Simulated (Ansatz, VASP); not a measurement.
## Two plane-wave programs on Zn

```
CELL_PARAMETERS angstrom
-1.54158 1.54158 1.56904
1.54158 -1.54158 1.56904
1.59650 1.59650 -1.56904
ATOMIC_POSITIONS crystal
Zn 0.00000 0.00000 0.00000
```

Change from the starting cell: strain +0.0350 x Voigt [0, 0, 0, 0, 0, 1], atoms carried along.

Alike in both runs: task single point; functional LDA; k mesh 22 × 22 × 22; occupations gaussian, width 0.15 eV; no spin polarisation.

|  | VASP | Ansatz |
| --- | --- | --- |
| version | VASP 6.6.1 | Ansatz 0.2.0 |
| potentials or method | VASP PAW LDA potentials, release 64 (Zn), cutoff 520 eV | scalar-relativistic, plane waves, PAW |
| valence electrons in the cell | 12 | 12 |

|  | VASP | Ansatz | Ansatz less VASP |
| --- | --- | --- | --- |
| gap on the k mesh at the Fermi level (eV) | none | none | - |
| pressure (GPa) | -7.8 | -8.2 | -0.37 |
| traceless stress, the component that is largest in VASP (GPa) | -0.11 | -0.10 | +0.007 |

LDA's correlation is that of Perdew and Zunger in VASP and of Perdew and Wang (1992) in Ansatz. A gap of «none» marks a metal or a gap that the smearing closes.
